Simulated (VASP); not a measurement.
# Se in VASP: further runs

Runs on Se. Level: PBE. Tasks: single point.

All numbers are computed with VASP 6.6.1; they aren't measurements. Logs are shortened: lines on timing, memory, paths and dates and some standing lists are left out, and cuts for length are marked.

## 1. The cell of the first run

It takes space group P3_121 (No. 152, trigonal). The conventional cell has a = 4.366 Å, b = 4.366 Å, c = 4.954 Å, α = 90.00°, β = 90.00°, γ = 120.00°. Se (site symmetry 2) has 2 Se at 2.37 Å within 3.1 Å.

## 2. Single point, PBE

File INCAR:

```
PREC = Accurate ; ENCUT = 520
EDIFF = 1E-7 ; ISMEAR = -1
SIGMA = 0.03 ; LREAL = False
LASPH = True ; NELM = 100
ALGO = Normal ; ISIF = 2
LWAVE = False ; LCHARG = True
GGA = PE ; LELF = True
LVHAR = True ; NBANDS = 16
```

File KPOINTS:

```
Automatic mesh
0
Gamma
  6 6 5
```

File POSCAR:

```
Se
1.0
    4.3661999489      0.0000000000      0.0000000000
   -2.1830999745      3.7812400738      0.0000000000
    0.0000000000      0.0000000000      4.9536000000
Se
3
Direct
    0.2254000000      0.0000000000      0.3333333333
    0.0000000000      0.2254000000      0.6666666667
    0.7746000000      0.7746000000      0.0000000000
```

Potentials or basis: VASP PAW PBE potentials, release 64 (Se).

Launch:

```
$ cat potpaw_PBE.64/Se/POTCAR > POTCAR
$ mpirun -np 1 vasp_std > vasp.out
```

OUTCAR:

```text
PREC = Accurate
   ENCUT = 520
   EDIFF = 1E-7
   ISMEAR = -1
   LREAL = False
   LASPH = True
   NELM = 100
   ISIF = 2
   GGA = PE

 ion  position               nearest neighbor table
   1  0.225  0.000  0.333-   3 2.37   2 2.37
   2  0.000  0.225  0.667-   3 2.37   1 2.37
   3  0.775  0.775  0.000-   1 2.37   2 2.37

  LATTYP: Found a hexagonal cell.
 ALAT       =     4.3661999489
 C/A-ratio  =     1.1345334749

  Lattice vectors:

 A1 = (   4.3661999489,   0.0000000000,   0.0000000000)
 A2 = (  -2.1830999745,   3.7812400738,   0.0000000000)
 A3 = (   0.0000000000,   0.0000000000,   4.9536000000)

Analysis of symmetry for initial positions (statically):
=====================================================================
 Subroutine PRICEL returns:
 Original cell was already a primitive cell.

 Routine SETGRP: Setting up the symmetry group for a
 hexagonal supercell.

 Subroutine GETGRP returns: Found  6 space group operations
 (whereof  2 operations were pure point group operations)
 out of a pool of 24 trial point group operations.

The static configuration has the point symmetry C_2 .
 The point group associated with its full space group is D_3 .

Analysis of symmetry for dynamics (positions and initial velocities):
=====================================================================
 Subroutine PRICEL returns:
 Original cell was already a primitive cell.

 Routine SETGRP: Setting up the symmetry group for a
 hexagonal supercell.

 Subroutine GETGRP returns: Found  6 space group operations
 (whereof  2 operations were pure point group operations)
 out of a pool of 24 trial point group operations.

The dynamic configuration has the point symmetry C_2 .
 The point group associated with its full space group is D_3 .

 Subroutine INISYM returns: Found  6 space group operations
 (whereof  2 operations are pure point group operations),
 and found     1 'primitive' translations

----------------------------------------------------------------------------------------

                                     Primitive cell

  volume of cell :      81.7822

  direct lattice vectors                    reciprocal lattice vectors
     4.366199949  0.000000000  0.000000000     0.229032113  0.132231752  0.000000000
    -2.183099975  3.781240074  0.000000000     0.000000000  0.264463504  0.000000000
     0.000000000  0.000000000  4.953600000     0.000000000  0.000000000  0.201873385

  length of vectors
     4.366199949  4.366199949  4.953600000     0.264463504  0.264463504  0.201873385

  position of ions in fractional coordinates (direct lattice)
     0.225400000  0.000000000  0.333333333
     1.000000000  0.225400000  0.666666667
     0.774600000  0.774600000  0.000000000

  ion indices of the primitive-cell ions
   primitive index   ion index
                 1           1
                 2           2
                 3           3

----------------------------------------------------------------------------------------

 KPOINTS: Automatic mesh

Automatic generation of k-mesh.
 Grid dimensions read from file:
 generate k-points for:    6    6    5

 Generating k-lattice:

  Cartesian coordinates                     Fractional coordinates (reciprocal lattice)
     0.038172019  0.022038625  0.000000000     0.166666667 -0.000000000  0.000000000
     0.000000000  0.044077251  0.000000000     0.000000000  0.166666667  0.000000000
     0.000000000  0.000000000  0.040374677     0.000000000  0.000000000  0.200000000

  Length of vectors
     0.044077251  0.044077251  0.040374677

  Shift w.r.t. Gamma in fractional coordinates (k-lattice)
     0.000000000  0.000000000  0.000000000

 Subroutine IBZKPT returns following result:
 ===========================================

 Found     27 irreducible k-points:

 Following reciprocal coordinates:
            Coordinates               Weight
  0.000000  0.000000  0.000000      1.000000
  0.166667  0.000000  0.000000      6.000000
  0.333333  0.000000  0.000000      6.000000
  0.500000  0.000000  0.000000      3.000000
  0.166667  0.166667  0.000000      6.000000
  0.333333  0.166667  0.000000     12.000000
[... 16 lines left out ...]
  0.500000  0.000000  0.400000      6.000000
  0.166667  0.166667  0.400000     12.000000
 [... further k-points ...]
   k-points           NKPTS =     27   k-points in BZ     NKDIM =     27   number of bands    NBANDS=     16
   number of dos      NEDOS =    301   number of ions     NIONS =      3
   total plane-waves  NPLWV =  40960
   dimension x,y,z NGX =    32 NGY =   32 NGZ =   40
   dimension x,y,z NGXF=    64 NGYF=   64 NGZF=   80
   ions per type =               3
   NGX,Y,Z   is equivalent  to a cutoff of  12.18, 12.18, 13.42 a.u.
   NGXF,Y,Z  is equivalent  to a cutoff of  24.37, 24.37, 26.85 a.u.
 SYSTEM =  unknown system
   PREC   = accura    normal or accurate (medium, high low for compatibility)
   ISTART =      0    job   : 0-new  1-cont  2-samecut
   ICHARG =      2    charge: 1-file 2-atom 10-const
   ISPIN  =      1    spin polarized calculation?
   LNONCOLLINEAR =      F non collinear calculations
   LSORBIT =      F    spin-orbit coupling
   LASPH  =      T    aspherical Exc in radial PAW
   ENCUT  =  520.0 eV  38.22 Ry    6.18 a.u.   8.12  8.12  9.21*2*pi/ulx,y,z
   NELM   =    100;   NELMIN=  2; NELMDL= -5     # of ELM steps
   EDIFF  = 0.1E-06   stopping-criterion for ELM
   LREAL  =      F    real-space projection
   EDIFFG = 0.1E-05   stopping-criterion for IOM
   NSW    =      0    number of steps for IOM
   IBRION =     -1    ionic relax: 0-MD 1-quasi-New 2-CG
   NFREE  =      0    steps in history (QN), initial steepest desc. (CG)
   ISIF   =      2    stress and relaxation
   ISYM   =      2    0-nonsym 1-usesym 2-fastsym
   POTIM  = 0.5000    time-step for ionic-motion
   TEBEG  =    0.0;   TEEND  =   0.0 temperature during run
   PSTRESS=    0.0 pullay stress
   NELECT =      18.0000    total number of electrons
   NUPDOWN=      -1.0000    fix difference up-down
   EMIN   =  10.00;   EMAX   =-10.00  energy-range for DOS
   EFERMI =   0.00;   METHOD = LEGACY
   ISMEAR =    -1;   SIGMA  =   0.03  broadening in eV -4-tet -1-fermi 0-gaus
   EFERMI_NEDOS =   21; number of points for ismear=-14 and -15
   IALGO  =     38    algorithm
   IMIX   =      4    mixing-type and parameters
     AMIX     =   0.40;   BMIX     =  1.00
     AMIX_MAG =   1.60;   BMIX_MAG =  1.00
  volume/ion in A,a.u.               =      27.26       183.96
  Fermi-wavevector in a.u.,A,eV,Ry     =   0.988430  1.867862 13.292817  0.976995
  Thomas-Fermi vector in A             =   2.119956
   LORBIT       =      0    0 simple, 1 ext, 2 COOP (PROOUT), +10 PAW based schemes
   GGA     = PE    functional components
   LHFCALC =     F    Hartree Fock is set to
   AEXX    =    0.0000 exact exchange contribution
   IVDW    =     0    specifies the selected vdW correction
   LEPSILON=     F    determine dielectric tensor
   LRPA    =     F    only Hartree local field effects (RPA)
 non-spin polarized calculation
  energy-cutoff  :      520.00
  volume of cell :       81.78
 maximum number of plane-waves:      2221
   NGX = 17   NGY = 17   NGZ = 19

 number of electron      18.0000001 magnetization

 Free energy of the ion-electron system (eV)
  ---------------------------------------------------
  ext. energy  EPLUGINS =         0.00000000
  ---------------------------------------------------
  free energy    TOTEN  =       -10.46980663 eV

  energy without entropy =      -10.46980663  energy(sigma->0) =      -10.46980663

 E-fermi :   3.2099     XC(G=0):  -8.8423

 val. band max:        2.5730347047   @ k =  -0.1667   0.5000   0.4000
 cond. band min:       3.8845976668   @ k =   0.0000   0.0000   0.4000
 fundamental gap:      1.3115629621
 Fermi energy:         3.2099036438

 k-point     1 :       0.0000    0.0000    0.0000
  band No.  band energies     occupation
      1     -13.1745      2.00000
      2      -9.0518      2.00000
      3      -9.0518      2.00000
      4      -1.1590      2.00000
      5      -1.1590      2.00000
      6      -1.0822      2.00000
[... 8 lines left out ...]
     15       9.1619      0.00000
     16      11.0595      0.00000

 k-point     2 :       0.1667    0.0000    0.0000
  band No.  band energies     occupation
      1     -13.0695      2.00000
      2      -9.1493      2.00000
      3      -9.0418      2.00000
      4      -1.8508      2.00000
      5      -1.4738      2.00000
      6      -0.8950      2.00000
[... 8 lines left out ...]
     15      10.0295      0.00000
     16      11.0553      0.00000

 k-point     3 :       0.3333    0.0000    0.0000
  band No.  band energies     occupation
      1     -12.8315      2.00000
      2      -9.3956      2.00000
      3      -9.0208      2.00000
      4      -2.3658      2.00000
      5      -1.8709      2.00000
      6      -0.9234      2.00000
[... 8 lines left out ...]
     15      11.2213      0.00000
     16      12.1480      0.00000

 k-point     4 :       0.5000    0.0000    0.0000
  band No.  band energies     occupation
      1     -12.6935      2.00000
      2      -9.5493      2.00000
      3      -9.0098      2.00000
      4      -2.4758      2.00000
      5      -2.0377      2.00000
      6      -0.7723      2.00000
[... 8 lines left out ...]
     15      12.3564      0.00000
     16      12.4004      0.00000
[... 324 lines left out ...]
 k-point    22 :       0.0000    0.3333    0.4000
  band No.  band energies     occupation
      1     -12.1279      2.00000
      2     -11.3171      2.00000
      3      -7.6646      2.00000
      4      -2.9061      2.00000
      5      -1.8251      2.00000
      6      -1.1753      2.00000
[... 8 lines left out ...]
     15      10.6000      0.00000
     16      11.6497      0.00000

 k-point    23 :       0.5000    0.0000    0.4000
  band No.  band energies     occupation
      1     -12.0193      2.00000
      2     -11.2250      2.00000
      3      -7.9379      2.00000
      4      -3.1353      2.00000
      5      -1.9611      2.00000
      6      -1.3583      2.00000
[... 8 lines left out ...]
     15      11.7064      0.00000
     16      12.0118      0.00000

 k-point    24 :       0.1667    0.1667    0.4000
  band No.  band energies     occupation
      1     -12.1853      2.00000
      2     -11.3493      2.00000
      3      -7.5504      2.00000
      4      -2.6644      2.00000
      5      -1.7763      2.00000
      6      -1.1781      2.00000
[... 8 lines left out ...]
     15      10.6491      0.00000
     16      11.0283      0.00000

 [... further k-points ...]
[... 5 lines left out ...]
  --------------------------------------------------------------------------------------
  -------------------------------------------------------------------------------------
  Total        1.1795552      1.1795552      2.1021958     -0.0000000      0.0000000      0.0000000
  in kB       23.1084082     23.1084082     41.1836604     -0.0000000      0.0000000      0.0000000
  external PRESSURE =      29.1334923 kB  Pullay stress =       0.0000000 kB

 VOLUME and BASIS-vectors are now :
 -----------------------------------------------------------------------------
  energy-cutoff  :      520.00
  volume of cell :       81.78
      direct lattice vectors                 reciprocal lattice vectors
     4.366199949  0.000000000  0.000000000     0.229032113  0.132231752  0.000000000
    -2.183099975  3.781240074  0.000000000     0.000000000  0.264463504  0.000000000
     0.000000000  0.000000000  4.953600000     0.000000000  0.000000000  0.201873385

 POSITION                                       TOTAL-FORCE (eV/Angst)
 -----------------------------------------------------------------------------------
      0.98414      0.00000      1.65120         0.431768      0.000000      0.000000
     -0.49207      0.85229      3.30240        -0.215884      0.373922     -0.000000
      1.69103      2.92895      0.00000        -0.215884     -0.373922     -0.000000
 -----------------------------------------------------------------------------------
    total drift:                                0.000000      0.000000      0.000000

  FREE ENERGIE OF THE ION-ELECTRON SYSTEM (eV)
  ---------------------------------------------------
  free  energy   TOTEN  =       -10.4698066281 eV

  energy  without entropy=      -10.4698066281  energy(sigma->0) =      -10.46980663
```

Wall time 20 s (1 thread of Intel Xeon Platinum 8488C (Sapphire Rapids), shared host); peak memory 0.19 GiB.

What came out:

```yaml
Free_energy: -10.4698 eV
Pressure: 2.9 GPa
Largest_force: 0.432 eV/Å
Band_gap_on_the_k_mesh: 1.31 eV, indirect (least direct gap 1.51 eV)
```

Forces on the atoms (eV/Å):
```
Se   0.432  0.000  0.000
Se  -0.216  0.374  0.000
Se  -0.216 -0.374  0.000
```

A k mesh can miss the band edges. A hybrid or GW would open this gap; PBE tends to underestimate it.

[end of part 1 of 2]
